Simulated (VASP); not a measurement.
# TaN (I4/mmm) in VASP: notebook

Runs on TaN. Level: PBE. Tasks: single point.

Everything below comes from runs of VASP 6.6.1. Logs are shortened: lines on timing, memory, paths and dates and some standing lists are left out, and cuts for length are marked.

## (1) The cell of the first run

It takes space group I4/mmm (No. 139, tetragonal). Conventional cell: a = 3.051 Å, b = 3.051 Å, c = 4.358 Å, α = 90.00°, β = 90.00°, γ = 90.00°. Ta (site symmetry 4/mmm) has 6 N at 2.16 to 2.18 Å within 2.9 Å. Within 2.9 Å of N (site symmetry 4/mmm) lie 6 Ta at 2.16 to 2.18 Å.

## (2) Single point, PBE (equal xx and yy strain of -1 %)

File INCAR:

```
PREC = Accurate
ENCUT = 520
EDIFF = 1E-6
ISMEAR = -1
SIGMA = 0.02
LREAL = False
LASPH = True
NELM = 80
ALGO = Normal
ISIF = 2
LWAVE = False
LCHARG = False
GGA = PE
NBANDS = 15
```

File KPOINTS:

```
Automatic mesh
0
Gamma
  9 9 9
```

File POSCAR:

```
TaN
1.0
    0.0000000000      2.1572100000      2.1790000000
    2.1572100000      0.0000000000      2.1790000000
    2.1572100000      2.1572100000      0.0000000000
Ta N
1 1
Direct
    0.5000000000      0.5000000000      0.5000000000
    0.0000000000      0.0000000000      0.0000000000
```

Potentials or basis: VASP PAW PBE potentials, release 64 (Ta_pv, N).

Command:

```bash
$ cat potpaw_PBE.64/Ta_pv/POTCAR potpaw_PBE.64/N/POTCAR > POTCAR
$ mpirun -np 1 vasp_std > vasp.out
```

OUTCAR:

```text
PREC = Accurate
   ENCUT = 520
   EDIFF = 1E-6
   ISMEAR = -1
   LREAL = False
   LASPH = True
   NELM = 80
   ISIF = 2
   GGA = PE

 ion  position               nearest neighbor table
   1  0.500  0.500  0.500-   2 2.16   2 2.16   2 2.16   2 2.16   2 2.18   2 2.18
   2  0.000  0.000  0.000-   1 2.16   1 2.16   1 2.16   1 2.16   1 2.18   1 2.18

  LATTYP: Found a body centered tetragonal cell.
 ALAT       =     3.0507556389
 C/A-ratio  =     1.4284985479

  Lattice vectors:

 A1 = (  -2.1572100000,   0.0000000000,   2.1790000000)
 A2 = (   2.1572100000,   0.0000000000,   2.1790000000)
 A3 = (   0.0000000000,   2.1572100000,  -2.1790000000)

Analysis of symmetry for initial positions (statically):
=====================================================================
 Subroutine PRICEL returns:
 Original cell was already a primitive cell.

 Routine SETGRP: Setting up the symmetry group for a
 body centered tetragonal supercell.

 Subroutine GETGRP returns: Found 16 space group operations
 (whereof 16 operations were pure point group operations)
 out of a pool of 16 trial point group operations.

The static configuration has the point symmetry D_4h.

Analysis of symmetry for dynamics (positions and initial velocities):
=====================================================================
 Subroutine PRICEL returns:
 Original cell was already a primitive cell.

 Routine SETGRP: Setting up the symmetry group for a
 body centered tetragonal supercell.

 Subroutine GETGRP returns: Found 16 space group operations
 (whereof 16 operations were pure point group operations)
 out of a pool of 16 trial point group operations.

The dynamic configuration has the point symmetry D_4h.

 Subroutine INISYM returns: Found 16 space group operations
 (whereof 16 operations are pure point group operations),
 and found     1 'primitive' translations

----------------------------------------------------------------------------------------

                                     Primitive cell

  volume of cell :      20.2802

  direct lattice vectors                    reciprocal lattice vectors
     0.000000000  2.157210000  2.179000000    -0.231780865  0.231780865  0.229463056
     2.157210000  0.000000000  2.179000000     0.231780865 -0.231780865  0.229463056
     2.157210000  2.157210000  0.000000000     0.231780865  0.231780865 -0.229463056

  length of vectors
     3.066202209  3.066202209  3.050755639     0.400122523  0.400122523  0.400122523

  position of ions in fractional coordinates (direct lattice)
     0.500000000  0.500000000  0.500000000
     0.000000000  0.000000000  0.000000000
[... 83 lines left out ...]
   ISIF   =      2    stress and relaxation
   ISYM   =      2    0-nonsym 1-usesym 2-fastsym
   POTIM  = 0.5000    time-step for ionic-motion
   TEBEG  =    0.0;   TEEND  =   0.0 temperature during run
   PSTRESS=    0.0 pullay stress
   NELECT =      16.0000    total number of electrons
   NUPDOWN=      -1.0000    fix difference up-down
   EMIN   =  10.00;   EMAX   =-10.00  energy-range for DOS
   EFERMI =   0.00;   METHOD = LEGACY
   ISMEAR =    -1;   SIGMA  =   0.02  broadening in eV -4-tet -1-fermi 0-gaus
   EFERMI_NEDOS =   21; number of points for ismear=-14 and -15
   IALGO  =     38    algorithm
   IMIX   =      4    mixing-type and parameters
     AMIX     =   0.40;   BMIX     =  1.00
     AMIX_MAG =   1.60;   BMIX_MAG =  1.00
  volume/ion in A,a.u.               =      10.14        68.43
  Fermi-wavevector in a.u.,A,eV,Ry     =   1.512716  2.858619 31.134353  2.288310
  Thomas-Fermi vector in A             =   2.622603
   LORBIT       =      0    0 simple, 1 ext, 2 COOP (PROOUT), +10 PAW based schemes
   GGA     = PE    functional components
   LHFCALC =     F    Hartree Fock is set to
   AEXX    =    0.0000 exact exchange contribution
   IVDW    =     0    specifies the selected vdW correction
   LEPSILON=     F    determine dielectric tensor
   LRPA    =     F    only Hartree local field effects (RPA)
 non-spin polarized calculation
  energy-cutoff  :      520.00
  volume of cell :       20.28
 maximum number of plane-waves:       558
   NGX = 11   NGY = 11   NGZ = 11

 number of electron      15.9999998 magnetization

 Free energy of the ion-electron system (eV)
  ---------------------------------------------------
  ext. energy  EPLUGINS =         0.00000000
  ---------------------------------------------------
  free energy    TOTEN  =       -21.73208488 eV

  energy without entropy =      -21.73092116  energy(sigma->0) =      -21.73150302

 E-fermi :   9.9832     XC(G=0): -13.7031

 val. band max:        9.9246824245   @ k =  -0.4444   0.2222   0.1111
 cond. band min:       9.9886657080   @ k =  -0.2222  -0.0000   0.2222
 fundamental gap:      0.0639832836
 Fermi energy:         9.9832335485

 k-point     1 :       0.0000    0.0000    0.0000
  band No.  band energies     occupation
      1     -25.6042      2.00000
      2     -25.5932      2.00000
      3     -25.5932      2.00000
      4      -9.1675      2.00000
      5       6.0917      2.00000
      6       6.1444      2.00000
      7       6.1444      2.00000
      8       7.7677      2.00000
      9       7.8922      2.00000
     10       7.8922      2.00000
     11      10.0678      0.02868
     12      10.2415      0.00000
     13      12.0530      0.00000
     14      19.5158      0.00000
[... 401 lines left out ...]
      2     -25.9090      2.00000
      3     -25.9090      2.00000
      4      -7.8657      2.00000
      5       3.0242      2.00000
      6       4.3784      2.00000
      7       5.3387      2.00000
      8       5.3387      2.00000
      9      12.2832      0.00000
     10      13.8430      0.00000
     11      13.8430      0.00000
     12      14.9901      0.00000
     13      17.7371      0.00000
     14      19.6652      0.00000
     15      22.5670      0.00000

 [... further k-points ...]
[... 5 lines left out ...]
  --------------------------------------------------------------------------------------
  -------------------------------------------------------------------------------------
  Total        3.4095866      3.4095866      2.2460313      0.0000000      0.0000000     -0.0000000
  in kB      269.3644236    269.3644236    177.4411402      0.0000000      0.0000000     -0.0000000
  external PRESSURE =     238.7233292 kB  Pullay stress =       0.0000000 kB

 VOLUME and BASIS-vectors are now :
 -----------------------------------------------------------------------------
  energy-cutoff  :      520.00
  volume of cell :       20.28
      direct lattice vectors                 reciprocal lattice vectors
     0.000000000  2.157210000  2.179000000    -0.231780865  0.231780865  0.229463056
     2.157210000  0.000000000  2.179000000     0.231780865 -0.231780865  0.229463056
     2.157210000  2.157210000  0.000000000     0.231780865  0.231780865 -0.229463056

 POSITION                                       TOTAL-FORCE (eV/Angst)
 -----------------------------------------------------------------------------------
      2.15721      2.15721      2.17900        -0.000000      0.000000      0.000000
      0.00000      0.00000      0.00000         0.000000     -0.000000      0.000000
 -----------------------------------------------------------------------------------
    total drift:                                0.000000     -0.000000     -0.000000

  FREE ENERGIE OF THE ION-ELECTRON SYSTEM (eV)
  ---------------------------------------------------
  free  energy   TOTEN  =       -21.7320848785 eV

  energy  without entropy=      -21.7309211560  energy(sigma->0) =      -21.73150302
```

Run time: 39 s. Hardware: 1 thread of AMD EPYC 7R13, shared host; peak memory 0.13 GiB.

Results:

| Quantity | Value |
| --- | --- |
| Free energy | -21.7321 eV |
| Pressure | 23.9 GPa |
| Band gap on the k mesh | zero (band 8 reaches 11.75 eV, above the bottom of band 9 at 7.89 eV) |

Caveat: the cell differs from its parent crystal (equal xx and yy strain of -1 %); spin-orbit coupling is left out, which moves the levels of the heavy elements.

## (3) Single point, PBE (equal xx and yy strain of +2 %)

File INCAR:

```
ALGO = Normal ; EDIFF = 1E-6
ENCUT = 520 ; GGA = PE
ISIF = 2 ; ISMEAR = -1
LASPH = T ; LCHARG = F
LREAL = F ; LWAVE = F
NBANDS = 15 ; NELM = 100
PREC = Accurate ; SIGMA = 0.02
```

File KPOINTS:

```
k-points
0
Gamma
  9 9 9
```

File POSCAR:

```
TaN
1.0
    0.0000000000      2.2225800000      2.1790000000
    2.2225800000      0.0000000000      2.1790000000
    2.2225800000      2.2225800000      0.0000000000
Ta N
1 1
Direct
    0.5000000000      0.5000000000      0.5000000000
    0.0000000000      0.0000000000      0.0000000000
```

Potentials or basis: VASP PAW PBE potentials, release 64 (Ta_pv, N).

Command:

```bash
$ cat potpaw_PBE.64/Ta_pv/POTCAR potpaw_PBE.64/N/POTCAR > POTCAR
$ mpirun -np 1 vasp_std > vasp.out
```

OUTCAR:

```text
EDIFF = 1E-6
   ENCUT = 520
   GGA = PE
   ISIF = 2
   ISMEAR = -1
   LASPH = T
   LREAL = F
   NELM = 100
   PREC = Accurate

 ion  position               nearest neighbor table
   1  0.500  0.500  0.500-   2 2.18   2 2.18   2 2.22   2 2.22   2 2.22   2 2.22
   2  0.000  0.000  0.000-   1 2.18   1 2.18   1 2.22   1 2.22   1 2.22   1 2.22

  LATTYP: Found a body centered tetragonal cell.
 ALAT       =     3.1432027795
 C/A-ratio  =     1.3864838847

  Lattice vectors:
[... 608 lines left out ...]
      8       4.6849      2.00000
      9      11.4102      0.00000
     10      12.8572      0.00000
     11      12.8572      0.00000
     12      13.6556      0.00000
     13      16.5932      0.00000
     14      18.5060      0.00000
     15      21.7527      0.00000

 [... further k-points ...]
[... 5 lines left out ...]
  --------------------------------------------------------------------------------------
  -------------------------------------------------------------------------------------
  Total       -0.3485646     -0.3485646      1.2126614      0.0000000     -0.0000000      0.0000000
  in kB      -25.9413067    -25.9413067     90.2501842      0.0000000     -0.0000000      0.0000000
  external PRESSURE =      12.7891903 kB  Pullay stress =       0.0000000 kB

 VOLUME and BASIS-vectors are now :
 -----------------------------------------------------------------------------
  energy-cutoff  :      520.00
  volume of cell :       21.53
      direct lattice vectors                 reciprocal lattice vectors
     0.000000000  2.222580000  2.179000000    -0.224963781  0.224963781  0.229463056
     2.222580000  0.000000000  2.179000000     0.224963781 -0.224963781  0.229463056
     2.222580000  2.222580000  0.000000000     0.224963781  0.224963781 -0.229463056

 POSITION                                       TOTAL-FORCE (eV/Angst)
 -----------------------------------------------------------------------------------
      2.22258      2.22258      2.17900        -0.000000      0.000000     -0.000000
      0.00000      0.00000      0.00000         0.000000      0.000000      0.000000
 -----------------------------------------------------------------------------------
    total drift:                                0.000000     -0.000000     -0.000000

  FREE ENERGIE OF THE ION-ELECTRON SYSTEM (eV)
  ---------------------------------------------------
  free  energy   TOTEN  =       -21.8174176977 eV

  energy  without entropy=      -21.8158851953  energy(sigma->0) =      -21.81665145
```

OSZICAR:

```text
N       E                     dE             d eps       ncg     rms          rms(c)
DAV:   1     0.882361456076E+02    0.88236E+02   -0.87260E+03  2250   0.113E+03
DAV:   2    -0.221210241751E+02   -0.11036E+03   -0.10386E+03  2775   0.300E+02
DAV:   3    -0.248330721046E+02   -0.27120E+01   -0.26880E+01  2579   0.437E+01
DAV:   4    -0.248453863615E+02   -0.12314E-01   -0.12311E-01  2860   0.301E+00
DAV:   5    -0.248454729058E+02   -0.86544E-04   -0.86543E-04  2558   0.220E-01    0.236E+01
DAV:   6    -0.219184596541E+02    0.29270E+01   -0.54550E+00  2758   0.264E+01    0.970E+00
DAV:   7    -0.218518262327E+02    0.66633E-01   -0.55435E-01  2446   0.613E+00    0.682E+00
DAV:   8    -0.218245333173E+02    0.27293E-01   -0.14899E-01  2677   0.333E+00    0.166E+00
DAV:   9    -0.218174757051E+02    0.70576E-02   -0.19126E-02  2558   0.114E+00    0.317E-01
DAV:  10    -0.218174461857E+02    0.29519E-04   -0.13369E-03  2614   0.376E-01    0.490E-02
DAV:  11    -0.218174175484E+02    0.28637E-04   -0.54887E-05  2636   0.889E-02    0.161E-02
DAV:  12    -0.218174176977E+02   -0.14929E-06   -0.47353E-06  2551   0.211E-02
   1 F= -.21817418E+02 E0= -.21816651E+02  d E =-.153250E-02
```

It took 37 s on 1 thread of AMD EPYC 7R13, shared host; peak memory 0.13 GiB.

Results:

- Free energy: -21.8174 eV
- Pressure: 1.3 GPa
- Band gap on the k mesh: zero (band 8 reaches 10.91 eV, above the bottom of band 9 at 7.26 eV)

Caveat: the cell differs from its parent crystal (equal xx and yy strain of +2 %); spin-orbit coupling is left out, which moves the levels of the heavy elements.
